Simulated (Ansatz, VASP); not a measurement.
# Two plane-wave programs on SnSe

```
Sn Se
1.0
     4.22201    4.22201    0.00000
     4.22201   -4.22201    0.00000
     0.00000    0.00000   -5.97110
Sn Se
4 4
Direct
  0.75543 0.76389 0.74501
  0.25543 0.26389 0.74501
  0.25543 0.76389 0.24519
  0.75543 0.26389 0.24519
  0.25543 0.26389 0.24516
  0.71201 0.65274 0.28439
  0.75543 0.26389 0.74503
  0.25543 0.76389 0.74503
```

Change from the starting cell: atom 6 moved 0.75 Å.

Alike in both runs: task single point; functional PBE; dispersion D3(BJ); k mesh 4 × 4 × 4; occupations gaussian, width 0.03 eV; no spin polarisation.

```csv
,VASP,Ansatz
version,VASP 6.6.1,Ansatz 0.2.0
potentials or method,"VASP PAW PBE potentials, release 64 (Sn_d, Se), cutoff 520 eV","scalar-relativistic, plane waves, PAW"
valence electrons in the cell,80,120
```

|  | VASP | Ansatz | Ansatz less VASP |
| --- | --- | --- | --- |
| gap on the k mesh at the Fermi level (eV) | 0.39 | 0.40 | +0.003 |
| least direct gap on the mesh (eV) | 0.40 | 0.40 | +0.003 |
| pressure (GPa) | 2.9 | 2.9 | -0.01 |
| traceless stress, the component that is largest in VASP (GPa) | -3.14 | -3.13 | +0.008 |
| rms of the force components (eV/Å) | 1.189 | 1.185 | -0.0043 |

Atom by atom the forces differ by 0.005 eV/Å (rms over components). VASP's potentials hold 80 valence electrons a cell and Ansatz's 120, so a difference there can come from the potentials and not from the codes.
